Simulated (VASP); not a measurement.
# Se (R-3m) in VASP: further runs

Se is run at these levels: PBEsol, RPBE; tasks: single point.

All numbers are computed with VASP 6.6.1; they aren't measurements. Logs are shortened: lines on timing, memory, paths and dates and some standing lists are left out, and cuts for length are marked.

### Step 1. The cell of the first run

It takes space group R-3m (No. 166, trigonal). Conventional cell: a = 3.850 Å, b = 3.850 Å, c = 2.645 Å, α = 90.00°, β = 90.00°, γ = 120.00°. Within 3.2 Å of Se (site symmetry -3m) lie 14 Se at 2.39 to 2.84 Å.

### Step 2. Single point, PBEsol

INCAR

```
SYSTEM = Se
ALGO = Normal ; EDIFF = 1E-6
ENCUT = 520 ; GGA = PS
ISIF = 2 ; ISMEAR = -1
LASPH = .True. ; LCHARG = .False.
LREAL = .False. ; LWAVE = .False.
NBANDS = 9 ; NELM = 80
PREC = Accurate ; SIGMA = 0.1
```

KPOINTS

```
k-points
0
Gamma
  12 12 12
  0 0 0
```

POSCAR

```
Se
1.0
    2.3912690000      0.0000000000      0.0000000000
   -0.7080256539      2.2840462132      0.0000000000
   -0.7080256539     -0.9607424365      2.0721585544
Se
1
Direct
    0.0000000000      0.0000000000      0.0000000000
```

Potentials or basis: VASP PAW PBE potentials, release 64 (Se).

The run is started by

```
> cat potpaw_PBE.64/Se/POTCAR > POTCAR
> mpirun -np 1 vasp_std > vasp.out
```

OUTCAR:

```text
SYSTEM = Se
   EDIFF = 1E-6
   ENCUT = 520
   GGA = PS
   ISIF = 2
   ISMEAR = -1
   LASPH = .True.
   LREAL = .False.
   NELM = 80
   PREC = Accurate

 ion  position               nearest neighbor table
   1  0.000  0.000  0.000-

  LATTYP: Found a trigonal (rhomboedric) cell.
 ALAT       =     2.3912690000
 COS(alpha) =    -0.2960878320

  Lattice vectors:

 A1 = (   2.3912690000,   0.0000000000,   0.0000000000)
 A2 = (  -0.7080256539,   2.2840462132,   0.0000000000)
 A3 = (  -0.7080256539,  -0.9607424365,   2.0721585544)

Analysis of symmetry for initial positions (statically):
=====================================================================
 Subroutine PRICEL returns:
 Original cell was already a primitive cell.

 Routine SETGRP: Setting up the symmetry group for a
 trigonal (rhombohedral) supercell.

 Subroutine GETGRP returns: Found 12 space group operations
 (whereof 12 operations were pure point group operations)
 out of a pool of 12 trial point group operations.

The static configuration has the point symmetry D_3d.

Analysis of symmetry for dynamics (positions and initial velocities):
=====================================================================
 Subroutine PRICEL returns:
 Original cell was already a primitive cell.

 Routine SETGRP: Setting up the symmetry group for a
 trigonal (rhombohedral) supercell.

 Subroutine GETGRP returns: Found 12 space group operations
 (whereof 12 operations were pure point group operations)
 out of a pool of 12 trial point group operations.

The dynamic configuration has the point symmetry D_3d.

 Subroutine INISYM returns: Found 12 space group operations
 (whereof 12 operations are pure point group operations),
 and found     1 'primitive' translations

----------------------------------------------------------------------------------------

                                     Primitive cell

  volume of cell :      11.3177

  direct lattice vectors                    reciprocal lattice vectors
     2.391269000  0.000000000  0.000000000     0.418188000  0.129633030  0.202992085
    -0.708025654  2.284046213  0.000000000     0.000000000  0.437819513  0.202992085
    -0.708025654 -0.960742437  2.072158554     0.000000000  0.000000000  0.482588554

  length of vectors
     2.391269000  2.391269000  2.391269000     0.482588554  0.482588554  0.482588554

  position of ions in fractional coordinates (direct lattice)
     0.000000000  0.000000000  0.000000000

  ion indices of the primitive-cell ions
[... 72 lines left out ...]
   ENCUT  =  520.0 eV  38.22 Ry    6.18 a.u.   4.45  4.45  4.45*2*pi/ulx,y,z
   NELM   =     80;   NELMIN=  2; NELMDL= -5     # of ELM steps
   EDIFF  = 0.1E-05   stopping-criterion for ELM
   LREAL  =      F    real-space projection
   EDIFFG = 0.1E-04   stopping-criterion for IOM
   NSW    =      0    number of steps for IOM
   IBRION =     -1    ionic relax: 0-MD 1-quasi-New 2-CG
   NFREE  =      0    steps in history (QN), initial steepest desc. (CG)
   ISIF   =      2    stress and relaxation
   ISYM   =      2    0-nonsym 1-usesym 2-fastsym
   POTIM  = 0.5000    time-step for ionic-motion
   TEBEG  =    0.0;   TEEND  =   0.0 temperature during run
   PSTRESS=    0.0 pullay stress
   NELECT =       6.0000    total number of electrons
   NUPDOWN=      -1.0000    fix difference up-down
   EMIN   =  10.00;   EMAX   =-10.00  energy-range for DOS
   EFERMI =   0.00;   METHOD = LEGACY
   ISMEAR =    -1;   SIGMA  =   0.10  broadening in eV -4-tet -1-fermi 0-gaus
   EFERMI_NEDOS =   21; number of points for ismear=-14 and -15
   IALGO  =     38    algorithm
   IMIX   =      4    mixing-type and parameters
     AMIX     =   0.40;   BMIX     =  1.00
     AMIX_MAG =   1.60;   BMIX_MAG =  1.00
  volume/ion in A,a.u.               =      11.32        76.38
  Fermi-wavevector in a.u.,A,eV,Ry     =   1.324971  2.503833 23.885694  1.755549
  Thomas-Fermi vector in A             =   2.454467
   LORBIT       =      0    0 simple, 1 ext, 2 COOP (PROOUT), +10 PAW based schemes
   GGA     = PS    functional components
   LHFCALC =     F    Hartree Fock is set to
   AEXX    =    0.0000 exact exchange contribution
   IVDW    =     0    specifies the selected vdW correction
   LEPSILON=     F    determine dielectric tensor
   LRPA    =     F    only Hartree local field effects (RPA)
 non-spin polarized calculation
  energy-cutoff  :      520.00
  volume of cell :       11.32
 maximum number of plane-waves:       314
 NGX is ok and might be reduce to    18
   NGX =  9   NGY =  9   NGZ =  9

 number of electron       6.0000000 magnetization

 Free energy of the ion-electron system (eV)
  ---------------------------------------------------
  ext. energy  EPLUGINS =         0.00000000
  ---------------------------------------------------
  free energy    TOTEN  =        -1.06595710 eV

  energy without entropy =       -1.04931921  energy(sigma->0) =       -1.05763816

 E-fermi :  14.7783     XC(G=0): -13.5060

 val. band max:       14.7566857704   @ k =   0.1667   0.0833   0.0833
 cond. band min:      14.7831391886   @ k =  -0.2500   0.2500   0.2500
 fundamental gap:      0.0264534182
 Fermi energy:        14.7782961173

 k-point     1 :       0.0000    0.0000    0.0000
  band No.  band energies     occupation
      1      -8.9294      2.00000
      2      20.2642      0.00000
      3      22.5199      0.00000
      4      22.5199      0.00000
      5      27.1651      0.00000
      6      27.1651      0.00000
      7      29.5957      0.00000
      8      33.2523      0.00000
      9      33.2526      0.00000
[... 265 lines left out ...]
 k-point    24 :      -0.4167    0.1667    0.0000
  band No.  band energies     occupation
      1      -4.0348      2.00000
      2       6.7656      2.00000
      3      13.1300      2.00000
      4      18.7128      0.00000
      5      25.0218      0.00000
      6      28.5024      0.00000
      7      32.3835      0.00000
      8      33.4462      0.00000
      9      39.2025      0.00000

 [... further k-points ...]
[... 5 lines left out ...]
  --------------------------------------------------------------------------------------
  -------------------------------------------------------------------------------------
  Total       10.8601000     10.8137794     10.6665700     -0.0747137     -0.1587529     -0.1169940
  in kB     1537.4043410   1530.8469875   1510.0073625    -10.5768051    -22.4737689    -16.5621964
  external PRESSURE =    1526.0862303 kB  Pullay stress =       0.0000000 kB

 VOLUME and BASIS-vectors are now :
 -----------------------------------------------------------------------------
  energy-cutoff  :      520.00
  volume of cell :       11.32
      direct lattice vectors                 reciprocal lattice vectors
     2.391269000  0.000000000  0.000000000     0.418188000  0.129633030  0.202992085
    -0.708025654  2.284046213  0.000000000     0.000000000  0.437819513  0.202992085
    -0.708025654 -0.960742437  2.072158554     0.000000000  0.000000000  0.482588554

 POSITION                                       TOTAL-FORCE (eV/Angst)
 -----------------------------------------------------------------------------------
      0.00000      0.00000      0.00000         0.000000      0.000000      0.000000
 -----------------------------------------------------------------------------------
    total drift:                               -0.000000     -0.000000     -0.000000

  FREE ENERGIE OF THE ION-ELECTRON SYSTEM (eV)
  ---------------------------------------------------
  free  energy   TOTEN  =        -1.0659571029 eV

  energy  without entropy=       -1.0493192082  energy(sigma->0) =       -1.05763816
```

OSZICAR:

```text
N       E                     dE             d eps       ncg     rms          rms(c)
DAV:   1     0.101975872418E+02    0.10198E+02   -0.33986E+03  3602   0.612E+02
DAV:   2    -0.936128025083E+00   -0.11134E+02   -0.10827E+02  4855   0.831E+01
DAV:   3    -0.109717528398E+01   -0.16105E+00   -0.15905E+00  3998   0.827E+00
DAV:   4    -0.109734810563E+01   -0.17282E-03   -0.17281E-03  4668   0.250E-01
DAV:   5    -0.109734813748E+01   -0.31849E-07   -0.29356E-07  3912   0.303E-03    0.107E+01
DAV:   6    -0.107682511365E+01    0.20523E-01   -0.26136E-03  4178   0.337E-01    0.647E+00
DAV:   7    -0.106601738826E+01    0.10808E-01   -0.46421E-03  4256   0.480E-01    0.688E-02
DAV:   8    -0.106595944430E+01    0.57944E-04   -0.86895E-05  3814   0.596E-02    0.170E-02
DAV:   9    -0.106595730680E+01    0.21375E-05   -0.53260E-06  4580   0.140E-02    0.434E-03
DAV:  10    -0.106595710290E+01    0.20390E-06   -0.52781E-08  2071   0.189E-03
   1 F= -.10659571E+01 E0= -.10576382E+01  d E =-.166379E-01
```

Wall time 12 s (1 thread of AMD EPYC 7R43 (Zen 3), shared host); peak memory 0.1 GiB.

Results:

* Free energy: -1.0660 eV
* Pressure: 152.6 GPa
* Band gap on the k mesh: zero (band 3 reaches 22.52 eV, above the bottom of band 4 at 6.89 eV)

Caveat: the PAW data sets were made with another functional, which shifts forces and pressure a little.

### Step 3. Single point, RPBE

INCAR

```
SYSTEM = Se
  PREC = Accurate
  ENCUT = 520
  EDIFF = 1E-7
  ISMEAR = -1
  SIGMA = 0.1
  LREAL = .FALSE.
  LASPH = .TRUE.
  NELM = 80
  ALGO = Normal
  ISIF = 2
  LWAVE = .FALSE.
  LCHARG = .FALSE.
  GGA = RP
  NBANDS = 9
```

KPOINTS

```
regular mesh
0
G
  12 12 12
  0 0 0
```

POSCAR is that of step 2.

Potentials or basis: VASP PAW PBE potentials, release 64 (Se).

The run is started by

```
> cat potpaw_PBE.64/Se/POTCAR > POTCAR
> mpirun -np 1 vasp_std > vasp.out
```

It took 14 s on 1 thread of AMD EPYC 7R43 (Zen 3), shared host; peak memory 0.1 GiB.

It converged, with:

| Item | Value |
| --- | --- |
| Free energy | 0.2769 eV |
| Pressure | 164.2 GPa |
| Band gap on the k mesh | zero (band 3 reaches 22.80 eV, above the bottom of band 4 at 7.11 eV) |

Stress tensor (GPa, compression positive):
```
165.43  -1.15  -1.81
 -1.15 164.72  -2.45
 -1.81  -2.45 162.45
```

Levels at points of the mesh, in eV from the Fermi level:
| k point | band 1 | band 2 | band 3 | band 4 | band 5 | band 6 | band 7 | band 8 |
| --- | --- | --- | --- | --- | --- | --- | --- | --- |
| (0.00, 0.00, 0.00) | -23.71 | 5.50 | 7.78 | 7.78 | 12.29 | 12.29 | 14.76 | 18.42 |
| (0.50, 0.00, 0.00) | -16.42 | -13.30 | 1.64 | 4.54 | 7.60 | 9.15 | 23.67 | 25.34 |
| (0.50, 0.50, 0.00) | -14.44 | -12.76 | -1.51 | 4.74 | 4.81 | 9.57 | 20.60 | 21.94 |
| (0.50, 0.50, 0.50) | -7.75 | -6.89 | -6.89 | -4.99 | 0.46 | 0.46 | 24.69 | 24.82 |

Caveat: the PAW data sets were made with another functional, which shifts forces and pressure a little.
